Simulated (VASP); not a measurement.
Input of a VASP 6.6.1 run:

The input INCAR:

```
ALGO = Normal ; EDIFF = 1E-6
ENCUT = 520 ; GGA = PE
ISIF = 2 ; ISMEAR = 0
IVDW = 12 ; LASPH = T
LCHARG = T ; LELF = T
LREAL = F ; LVHAR = T
LWAVE = F ; NBANDS = 20
NELM = 100 ; PREC = Accurate
SIGMA = 0.03
```

The input KPOINTS:

```
k-points
0
Gamma
  15 15 9
```

Contents of POSCAR:

```
SnSe2
1.0
    3.5673053821      0.0000000000      0.0000000000
   -1.7836526910      3.0893770840      0.0000000000
    0.0000000000      0.0000000000      5.1657936647
Sn Se
1 2
Direct
    0.0000000000      0.0000000000      0.0000000000
    0.3333333333      0.6666666667      0.3087075612
    0.6666666667      0.3333333333      0.6912924388
```

Potentials or basis: VASP PAW PBE potentials, release 64 (Sn_d, Se).

Command:

```bash
$ cat potpaw_PBE.64/Sn_d/POTCAR potpaw_PBE.64/Se/POTCAR > POTCAR
$ mpirun -np 1 vasp_std > vasp.out
```

(1) Predict the dispersion energy per atom.

(2) Predict the band gap on the k mesh.

(3) Estimate the largest force.

Results:

(1) -0.496 eV.

(2) zero (band 13 reaches 9.15 eV, above the bottom of band 14 at 7.59 eV).

(3) 0.025 eV/Å.

Caveat: spin-orbit coupling is left out, which moves the levels of the heavy elements.
